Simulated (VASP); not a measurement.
# Ir (P6_3/mmc) in VASP: further runs

Ir is run at these levels: PBEsol; tasks: relaxation of cell and atoms.

Everything below comes from runs of VASP 6.6.1. Logs are shortened: lines on timing, memory, paths and dates and some standing lists are left out, and cuts for length are marked.

## Step 1: The cell of the first run

Symmetry: P6_3/mmc, No. 194, hexagonal system. The conventional cell has a = 2.751 Å, b = 2.751 Å, c = 4.462 Å, α = 90.00°, β = 90.00°, γ = 120.00°. Within 3.6 Å of Ir (site symmetry -6m2) lie 12 Ir at 2.74 to 2.75 Å.

## Step 2: Relaxation of cell and atoms, PBEsol, target pressure 5 GPa, at which the enthalpy is minimised

Input file INCAR:

```
SYSTEM = Ir
PREC = Accurate
ENCUT = 500
EDIFF = 1E-7
ISMEAR = -1
SIGMA = 0.05
LREAL = .FALSE.
LASPH = .TRUE.
NELM = 120
ALGO = Normal
ISIF = 3
LWAVE = .FALSE.
LCHARG = .FALSE.
GGA = PS
IBRION = 2
NSW = 60
EDIFFG = -0.01
PSTRESS = 50.0
GGA_COMPAT = .FALSE.
NELMIN = 4
```

Input file KPOINTS:

```
Automatic mesh
0
G
  11 11 6
  0 0 0
```

Input file POSCAR:

```
Ir
1.0
    2.7513778946      0.0000000000      0.0000000000
   -1.3756889473      2.3827631521      0.0000000000
    0.0000000000      0.0000000000      4.4622900000
Ir
2
Direct
    0.3333333333      0.6666666667      0.2500000000
    0.6666666667      0.3333333333      0.7500000000
```

Potentials or basis: VASP PAW PBE potentials, release 64 (Ir).

On the command line:

```sh
$ cat potpaw_PBE.64/Ir/POTCAR > POTCAR
$ mpirun -np 1 vasp_std > vasp.out
```

OUTCAR:

```text
SYSTEM = Ir
   PREC = Accurate
   ENCUT = 500
   EDIFF = 1E-7
   ISMEAR = -1
   LREAL = .FALSE.
   LASPH = .TRUE.
   NELM = 120
   ISIF = 3
   GGA = PS
   IBRION = 2
   NSW = 60
   EDIFFG = -0.01
   PSTRESS = 50.0
   NELMIN = 4

 ion  position               nearest neighbor table
   1  0.333  0.667  0.250-   2 2.74   2 2.74   2 2.74   2 2.74   2 2.74   2 2.74
   2  0.667  0.333  0.750-   1 2.74   1 2.74   1 2.74   1 2.74   1 2.74   1 2.74

  LATTYP: Found a hexagonal cell.
 ALAT       =     2.7513778946
 C/A-ratio  =     1.6218382828

  Lattice vectors:

 A1 = (   2.7513778946,   0.0000000000,   0.0000000000)
 A2 = (  -1.3756889473,   2.3827631521,   0.0000000000)
 A3 = (   0.0000000000,   0.0000000000,   4.4622900000)

Analysis of symmetry for initial positions (statically):
=====================================================================
 Subroutine PRICEL returns:
 Original cell was already a primitive cell.

 Routine SETGRP: Setting up the symmetry group for a
 hexagonal supercell.

 Subroutine GETGRP returns: Found 24 space group operations
 (whereof 12 operations were pure point group operations)
 out of a pool of 24 trial point group operations.

The static configuration has the point symmetry D_3d.
 The point group associated with its full space group is D_6h.

Analysis of symmetry for dynamics (positions and initial velocities):
=====================================================================
 Subroutine PRICEL returns:
 Original cell was already a primitive cell.

 Routine SETGRP: Setting up the symmetry group for a
 hexagonal supercell.

 Subroutine GETGRP returns: Found 24 space group operations
 (whereof 12 operations were pure point group operations)
 out of a pool of 24 trial point group operations.

The dynamic configuration has the point symmetry D_3d.
 The point group associated with its full space group is D_6h.

 Subroutine INISYM returns: Found 24 space group operations
 (whereof 12 operations are pure point group operations),
 and found     1 'primitive' translations

----------------------------------------------------------------------------------------

                                     Primitive cell

  volume of cell :      29.2542

  direct lattice vectors                    reciprocal lattice vectors
     2.751377895  0.000000000  0.000000000     0.363454254  0.209840411  0.000000000
    -1.375688947  2.382763152  0.000000000     0.000000000  0.419680823  0.000000000
     0.000000000  0.000000000  4.462290000     0.000000000  0.000000000  0.224100182

  length of vectors
     2.751377895  2.751377895  4.462290000     0.419680823  0.419680823  0.224100182

  position of ions in fractional coordinates (direct lattice)
     0.333333333  0.666666667  0.250000000
     0.666666667  0.333333333  0.750000000

  ion indices of the primitive-cell ions
   primitive index   ion index
                 1           1
                 2           2

----------------------------------------------------------------------------------------

 KPOINTS: Automatic mesh

Automatic generation of k-mesh.
 Grid dimensions read from file:
 generate k-points for:   11   11    6

 Generating k-lattice:

  Cartesian coordinates                     Fractional coordinates (reciprocal lattice)
     0.033041296  0.019076401  0.000000000     0.090909091 -0.000000000  0.000000000
     0.000000000  0.038152802  0.000000000     0.000000000  0.090909091  0.000000000
     0.000000000  0.000000000  0.037350030     0.000000000  0.000000000  0.166666667

  Length of vectors
     0.038152802  0.038152802  0.037350030

  Shift w.r.t. Gamma in fractional coordinates (k-lattice)
     0.000000000  0.000000000  0.000000000

 Subroutine IBZKPT returns following result:
 ===========================================

 Found     64 irreducible k-points:

 Following reciprocal coordinates:
            Coordinates               Weight
  0.000000  0.000000  0.000000      1.000000
  0.090909 -0.000000  0.000000      6.000000
  0.181818 -0.000000  0.000000      6.000000
  0.272727 -0.000000  0.000000      6.000000
  0.363636 -0.000000  0.000000      6.000000
  0.454545 -0.000000  0.000000      6.000000
[... 16 lines left out ...]
  0.090909  0.090909  0.166667     12.000000
  0.181818  0.090909  0.166667     24.000000
 [... further k-points ...]
   k-points           NKPTS =     64   k-points in BZ     NKDIM =     64   number of bands    NBANDS=     13
   number of dos      NEDOS =    301   number of ions     NIONS =      2
   total plane-waves  NPLWV =  14400
   dimension x,y,z NGX =    20 NGY =   20 NGZ =   36
   dimension x,y,z NGXF=    40 NGYF=   40 NGZF=   72
   ions per type =               2
   NGX,Y,Z   is equivalent  to a cutoff of  12.08, 12.08, 13.41 a.u.
   NGXF,Y,Z  is equivalent  to a cutoff of  24.17, 24.17, 26.82 a.u.
 SYSTEM =  Ir
   PREC   = accura    normal or accurate (medium, high low for compatibility)
   ISTART =      0    job   : 0-new  1-cont  2-samecut
   ICHARG =      2    charge: 1-file 2-atom 10-const
   ISPIN  =      1    spin polarized calculation?
   LNONCOLLINEAR =      F non collinear calculations
   LSORBIT =      F    spin-orbit coupling
   LASPH  =      T    aspherical Exc in radial PAW
   ENCUT  =  500.0 eV  36.75 Ry    6.06 a.u.   5.02  5.02  8.14*2*pi/ulx,y,z
   NELM   =    120;   NELMIN=  4; NELMDL= -5     # of ELM steps
   EDIFF  = 0.1E-06   stopping-criterion for ELM
   LREAL  =      F    real-space projection
   EDIFFG = -.1E-01   stopping-criterion for IOM
   NSW    =     60    number of steps for IOM
   IBRION =      2    ionic relax: 0-MD 1-quasi-New 2-CG
   NFREE  =      1    steps in history (QN), initial steepest desc. (CG)
   ISIF   =      3    stress and relaxation
   ISYM   =      2    0-nonsym 1-usesym 2-fastsym
   POTIM  = 0.5000    time-step for ionic-motion
   TEBEG  =    0.0;   TEEND  =   0.0 temperature during run
   PSTRESS=   50.0 pullay stress
   NELECT =      18.0000    total number of electrons
   NUPDOWN=      -1.0000    fix difference up-down
   EMIN   =  10.00;   EMAX   =-10.00  energy-range for DOS
   EFERMI =   0.00;   METHOD = LEGACY
   ISMEAR =    -1;   SIGMA  =   0.05  broadening in eV -4-tet -1-fermi 0-gaus
   EFERMI_NEDOS =   21; number of points for ismear=-14 and -15
   IALGO  =     38    algorithm
   IMIX   =      4    mixing-type and parameters
     AMIX     =   0.40;   BMIX     =  1.00
     AMIX_MAG =   1.60;   BMIX_MAG =  1.00
  volume/ion in A,a.u.               =      14.63        98.71
  Fermi-wavevector in a.u.,A,eV,Ry     =   1.392417  2.631287 26.379323  1.938826
  Thomas-Fermi vector in A             =   2.516162
   LORBIT       =      0    0 simple, 1 ext, 2 COOP (PROOUT), +10 PAW based schemes
   GGA     = PS    functional components
   LHFCALC =     F    Hartree Fock is set to
   AEXX    =    0.0000 exact exchange contribution
   IVDW    =     0    specifies the selected vdW correction
   LEPSILON=     F    determine dielectric tensor
   LRPA    =     F    only Hartree local field effects (RPA)
 conjugate gradient relaxation of ions
 non-spin polarized calculation
  energy-cutoff  :      500.00
  volume of cell :       29.25
 maximum number of plane-waves:       768
 NGX is ok and might be reduce to    20
   NGX =  9   NGY =  9   NGZ = 17

--------------------------------------- Ionic step        1  -------------------------------------------

 number of electron      18.0000000 magnetization

 Free energy of the ion-electron system (eV)
  ---------------------------------------------------
  ext. energy  EPLUGINS =         0.00000000
  ---------------------------------------------------
  free energy    TOTEN  =       -19.43394320 eV

  energy without entropy =      -19.40845429  energy(sigma->0) =      -19.42119874

 E-fermi :   9.7710     XC(G=0): -13.9066

 val. band max:        9.7620128826   @ k =   0.3636   0.1818   0.1667
 cond. band min:       9.7763237384   @ k =   0.2727   0.0909   0.3333
 fundamental gap:      0.0143108559
 Fermi energy:         9.7709610481

 k-point     1 :       0.0000    0.0000    0.0000
  band No.  band energies     occupation
      1      -1.1573      2.00000
      2       1.9083      2.00000
      3       6.0139      2.00000
      4       6.1193      2.00000
      5       6.1193      2.00000
      6       6.7469      2.00000
      7       6.7469      2.00000
      8       7.5107      2.00000
      9       7.5107      2.00000
     10       8.9956      2.00000
     11      10.0464      0.00807
     12      10.0464      0.00807
     13      16.5257      0.00000

 k-point     2 :       0.0909   -0.0000    0.0000
  band No.  band energies     occupation
      1      -0.8465      2.00000
      2       2.1825      2.00000
      3       5.6003      2.00000
      4       6.3792      2.00000
      5       6.4521      2.00000
      6       6.6105      2.00000
      7       6.9896      2.00000
      8       7.0891      2.00000
      9       7.3231      2.00000
     10       7.8871      2.00000
     11      10.1534      0.00095
[... 497 lines left out ...]
  FREE ENERGIE OF THE ION-ELECTRON SYSTEM (eV)
  ---------------------------------------------------
  free  energy   TOTEN  =       -19.4649482900 eV

  energy  without entropy=      -19.4411352607  energy(sigma->0) =      -19.45304178

  enthalpy is  TOTEN    =       -18.5916578766 eV   P V=        0.8732904133

--------------------------------------- Ionic step        5  -------------------------------------------

 number of electron      18.0000001 magnetization

 Free energy of the ion-electron system (eV)
  ---------------------------------------------------
  ext. energy  EPLUGINS =         0.00000000
  ---------------------------------------------------
  free energy    TOTEN  =       -19.46414168 eV

  energy without entropy =      -19.44036262  energy(sigma->0) =      -19.45225215

 E-fermi :  10.5653     XC(G=0): -14.1722

 val. band max:       10.5560631528   @ k =   0.3636   0.1818   0.1667
 cond. band min:      10.5656038369   @ k =   0.2727   0.0909   0.3333
 fundamental gap:      0.0095406841
 Fermi energy:        10.5652643009

 k-point     1 :       0.0000    0.0000    0.0000
  band No.  band energies     occupation
      1      -0.8650      2.00000
      2       2.2116      2.00000
      3       6.5354      2.00000
      4       6.6371      2.00000
      5       6.6371      2.00000
      6       7.3168      2.00000
      7       7.3168      2.00000
      8       8.1327      2.00000
      9       8.1327      2.00000
     10       9.6637      2.00000
     11      10.8586      0.00565
     12      10.8586      0.00565
     13      17.7486      0.00000

 k-point     2 :       0.0909   -0.0000    0.0000
  band No.  band energies     occupation
      1      -0.5391      2.00000
      2       2.5001      2.00000
      3       6.0826      2.00000
      4       6.9146      2.00000
      5       7.0011      2.00000
      6       7.1692      2.00000
      7       7.5765      2.00000
      8       7.6750      2.00000
      9       7.9292      2.00000
     10       8.5264      2.00000
     11      10.9776      0.00052
[... 376 lines left out ...]
 POSITION                                       TOTAL-FORCE (eV/Angst)
 -----------------------------------------------------------------------------------
     -0.00000      1.56489      1.09851        -0.000000      0.000000      0.000000
      1.35523      0.78244      3.29552         0.000000     -0.000000      0.000000
 -----------------------------------------------------------------------------------
    total drift:                                0.000000     -0.000000     -0.000000

  FREE ENERGIE OF THE ION-ELECTRON SYSTEM (eV)
  ---------------------------------------------------
  free  energy   TOTEN  =       -19.4641416823 eV

  energy  without entropy=      -19.4403626235  energy(sigma->0) =      -19.45225215

  enthalpy is  TOTEN    =       -18.5916926151 eV   P V=        0.8724490672

 reached required accuracy - stopping structural energy minimisation
```

Run time: 1.8 min. Hardware: 1 thread of Intel Xeon 8259CL, shared host; peak memory 0.17 GiB.

What came out:

| Property | Result |
| --- | --- |
| Free energy | -19.4641 eV |
| Relaxed volume | 13.98 Å³/atom |
| Relaxed cell | a = 2.710 Å, b = 2.710 Å, c = 4.394 Å, α = 90.00°, β = 90.00°, γ = 120.00° |
| Space group after relaxing (to 0.05 Å) | P6_3/mmc (No. 194) |
| Energy change on relaxing (the enthalpy is what falls) | -15.1 meV/atom |
| Ionic steps | 5 |
| Pressure after relaxing | 5.0 GPa |
| Band gap on the k mesh | zero (band 9 reaches 11.58 eV, above the bottom of band 10 at 8.24 eV) |

Step by step:
| step | energy change (eV) | largest force (eV/Å) | pressure (GPa) | volume (Å³) |
| --- | --- | --- | --- | --- |
| 1 | 0.0000 | 0.0000 | -11.65 | 29.25 |
| 2 | 1.5598 | 0.0000 | 123.29 | 23.28 |
| 3 | -0.0330 | 0.0000 | 3.48 | 28.06 |
| 4 | -0.0310 | 0.0000 | 4.60 | 27.98 |
| 5 | -0.0302 | 0.0000 | 5.00 | 27.96 |

Final structure:
```xyz
2
Lattice="2.7105 0.0000 0.0000 -1.3552 2.3473 0.0000 0.0000 0.0000 4.3940" Properties=species:S:1:pos:R:3 pbc="T T T"
Ir    0.0000    1.5649    1.0985
Ir    1.3552    0.7824    3.2955
```

Levels at points of the mesh, in eV from the Fermi level:
| k point | band 5 | band 6 | band 7 | band 8 | band 9 | band 10 | band 11 | band 12 | band 13 |
| --- | --- | --- | --- | --- | --- | --- | --- | --- | --- |
| (0.00, 0.00, 0.00) | -3.93 | -3.25 | -3.25 | -2.43 | -2.43 | -0.90 | 0.29 | 0.29 | 7.18 |
| (0.00, 0.00, 0.50) | -4.05 | -4.05 | -4.05 | -4.05 | -0.47 | -0.47 | -0.47 | -0.47 | 13.63 |

Caveat: the cell is relaxed towards a set pressure, so the enthalpy falls and the energy may rise; the PAW data sets were made with another functional, which shifts forces and pressure a little; spin-orbit coupling is left out, which moves the levels of the heavy elements.

## Step 3: Relaxation of cell and atoms, PBEsol, target pressure 10 GPa, at which the enthalpy is minimised

Input file INCAR:

```
PREC = Accurate ; ENCUT = 500
EDIFF = 1E-7 ; ISMEAR = -1
SIGMA = 0.05 ; LREAL = F
LASPH = T ; NELM = 120
ALGO = Normal ; ISIF = 3
LWAVE = F ; LCHARG = F
GGA = PS ; IBRION = 2
NSW = 60 ; EDIFFG = -0.01
PSTRESS = 100.0 ; GGA_COMPAT = F
NELMIN = 4
```

Input file KPOINTS:

```
regular mesh
0
Gamma
  11 11 6
```

POSCAR is that of step 2.

Potentials or basis: VASP PAW PBE potentials, release 64 (Ir).

On the command line:

```sh
$ cat potpaw_PBE.64/Ir/POTCAR > POTCAR
$ mpirun -np 1 vasp_std > vasp.out
```

OUTCAR:

```text
PREC = Accurate
   ENCUT = 500
   EDIFF = 1E-7
   ISMEAR = -1
   LREAL = F
   LASPH = T
   NELM = 120
   ISIF = 3
   GGA = PS
   IBRION = 2
   NSW = 60
   EDIFFG = -0.01
   PSTRESS = 100.0
   NELMIN = 4

 ion  position               nearest neighbor table
   1  0.333  0.667  0.250-   2 2.74   2 2.74   2 2.74   2 2.74   2 2.74   2 2.74
   2  0.667  0.333  0.750-   1 2.74   1 2.74   1 2.74   1 2.74   1 2.74   1 2.74

  LATTYP: Found a hexagonal cell.
 ALAT       =     2.7513778946
 C/A-ratio  =     1.6218382828

  Lattice vectors:

 A1 = (   2.7513778946,   0.0000000000,   0.0000000000)
 A2 = (  -1.3756889473,   2.3827631521,   0.0000000000)
 A3 = (   0.0000000000,   0.0000000000,   4.4622900000)

Analysis of symmetry for initial positions (statically):
=====================================================================
 Subroutine PRICEL returns:
 Original cell was already a primitive cell.

 Routine SETGRP: Setting up the symmetry group for a
[... 187 lines left out ...]
      6       6.7469      2.00000
      7       6.7469      2.00000
      8       7.5107      2.00000
      9       7.5107      2.00000
     10       8.9956      2.00000
     11      10.0464      0.00807
     12      10.0464      0.00807
     13      16.5257      0.00000
[... 557 lines left out ...]
--------------------------------------- Ionic step        6  -------------------------------------------

 number of electron      18.0000001 magnetization

 Free energy of the ion-electron system (eV)
  ---------------------------------------------------
  ext. energy  EPLUGINS =         0.00000000
  ---------------------------------------------------
  free energy    TOTEN  =       -19.44883722 eV

  energy without entropy =      -19.42557147  energy(sigma->0) =      -19.43720435

 E-fermi :  10.7765     XC(G=0): -14.2418

 val. band max:       10.7632859507   @ k =   0.3636   0.1818   0.1667
 cond. band min:      10.7790295607   @ k =   0.2727   0.0909   0.3333
 fundamental gap:      0.0157436100
 Fermi energy:        10.7764962110

 k-point     1 :       0.0000    0.0000    0.0000
  band No.  band energies     occupation
      1      -0.7852      2.00000
      2       2.2901      2.00000
      3       6.6638      2.00000
      4       6.7754      2.00000
      5       6.7754      2.00000
      6       7.4666      2.00000
      7       7.4666      2.00000
      8       8.3081      2.00000
      9       8.3081      2.00000
     10       9.8344      2.00000
     11      11.0769      0.00491
     12      11.0769      0.00491
     13      18.0626      0.00000
[... 401 lines left out ...]
  energy  without entropy=      -19.4255714727  energy(sigma->0) =      -19.43720435

  enthalpy is  TOTEN    =       -17.7244482453 eV   P V=        1.7243889753

 reached required accuracy - stopping structural energy minimisation
```

OSZICAR:

```text
N       E                     dE             d eps       ncg     rms          rms(c)
DAV:   1     0.142816895666E+03    0.14282E+03   -0.82832E+03  1672   0.134E+03
DAV:   2    -0.144143457226E+02   -0.15723E+03   -0.14476E+03  1714   0.364E+02
DAV:   3    -0.206019590788E+02   -0.61876E+01   -0.57757E+01  2007   0.787E+01
DAV:   4    -0.207082558498E+02   -0.10630E+00   -0.10588E+00  1799   0.982E+00
[... 51 lines left out ...]
DAV:   1    -0.194488813517E+02   -0.17836E-04   -0.31693E-03  1744   0.495E-01    0.343E-02
DAV:   2    -0.194488466917E+02    0.34660E-04   -0.48454E-05  2138   0.835E-02    0.151E-02
DAV:   3    -0.194488371824E+02    0.95093E-05   -0.15117E-05  1800   0.360E-02    0.573E-03
DAV:   4    -0.194488371821E+02    0.33560E-09   -0.11557E-06  1934   0.150E-02    0.156E-03
DAV:   5    -0.194488372206E+02   -0.38521E-07   -0.28145E-08   852   0.182E-03
   6 F= -.17724448E+02 E0= -.17712815E+02  d E =-.866649E-05
```

CONTCAR:

```text
Ir
   1.00000000000000
     2.6989828126985635   -0.0000000000000000   -0.0000000000000000
    -1.3494914063492818    2.3373876801390403   -0.0000000000000000
    -0.0000000000000000   -0.0000000000000000    4.3794033917393147
  Ir
     2
Direct
     0.3333333332999970    0.6666666667000030    0.2500000000000000
     0.6666666667000030    0.3333333332999970    0.7500000000000000

  0.00000000E+00  0.00000000E+00  0.00000000E+00
  0.00000000E+00  0.00000000E+00  0.00000000E+00
```

It took 2.2 min on 1 thread of Intel Xeon 8259CL, shared host; peak memory 0.16 GiB.

Results:

```yaml
Free_energy: -19.4488 eV
Relaxed_volume: 13.81 Å³/atom
Relaxed_cell: a = 2.699 Å, b = 2.699 Å, c = 4.379 Å, α = 90.00°, β = 90.00°, γ = 120.00°
Space_group_after_relaxing_to_0.05_Å: P6_3/mmc (No. 194)
Energy_change_on_relaxing_the_enthalpy_is_what_falls: -7.4 meV/atom
Ionic_steps: 6
Pressure_after_relaxing: 10.0 GPa
Band_gap_on_the_k_mesh: zero (band 9 reaches 11.81 eV, above the bottom of band 10 at 8.41 eV)
```

Step by step:
| step | energy change (eV) | largest force (eV/Å) | pressure (GPa) | volume (Å³) |
| --- | --- | --- | --- | --- |
| 1 | 0.0000 | 0.0000 | -11.65 | 29.25 |
| 2 | 3.1766 | 0.0000 | 201.03 | 21.66 |
| 3 | -0.0243 | 0.0000 | 7.30 | 27.80 |
| 4 | -0.0183 | 0.0000 | 9.12 | 27.68 |
| 5 | -0.0149 | 0.0000 | 10.00 | 27.63 |
| 6 | -0.0149 | 0.0000 | 10.00 | 27.63 |

Final structure:
```
Ir
1.0
     2.69898    0.00000    0.00000
    -1.34949    2.33739    0.00000
     0.00000    0.00000    4.37940
Ir
2
Cartesian
  0.0000 1.5583 1.0949
  1.3495 0.7791 3.2846
```

Caveat: the cell is relaxed towards a set pressure, so the enthalpy falls and the energy may rise; the PAW data sets were made with another functional, which shifts forces and pressure a little; spin-orbit coupling is left out, which moves the levels of the heavy elements.

(Continued in part 2 of 2.)
